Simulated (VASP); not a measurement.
Runs of VASP 6.6.1 on CdSe (lda). The structure is that of space group P6_3mc (No. 186), or close to it. The cells are those of the table. 

```csv
task,cell,k mesh,cutoff (eV),gap on the mesh (eV),pressure (GPa)
single point,"a = 3.892, b = 3.892, c = 6.672 Å, angles 90.0, 90.0, 120.0°, 4 atoms",9 × 9 × 4,520,0.77,21.2
relaxation of cell and atoms,"relaxed to 20 GPa from a = 4.300, b = 4.300, c = 7.020 Å, angles 90.0, 90.0, 120.0°, 4 atoms",9 × 9 × 6,600,0.76,20.0
single point,"a = 3.892, b = 3.892, c = 6.672 Å, angles 90.0, 90.0, 120.0°, 4 atoms",9 × 9 × 6,520,(a),21.2
relaxation of cell and atoms,"relaxed to 20 GPa from a = 3.892, b = 3.892, c = 6.672 Å, angles 90.0, 90.0, 120.0°, 4 atoms",9 × 9 × 4,600,0.76,20.0
```

Alike in all rows: level LDA; potentials or basis VASP PAW LDA potentials, release 64 (Cd, Se); no spin polarisation; smearing gaussian 0.02 eV.

Problem. Estimate the missing entries.

Solution. (a) 0.78.

Caveats: the cell is relaxed towards a set pressure, so the enthalpy falls and the energy may rise (some runs).

A k mesh can miss the band edges, and the runs leave out spin-orbit coupling on Cd, Se.
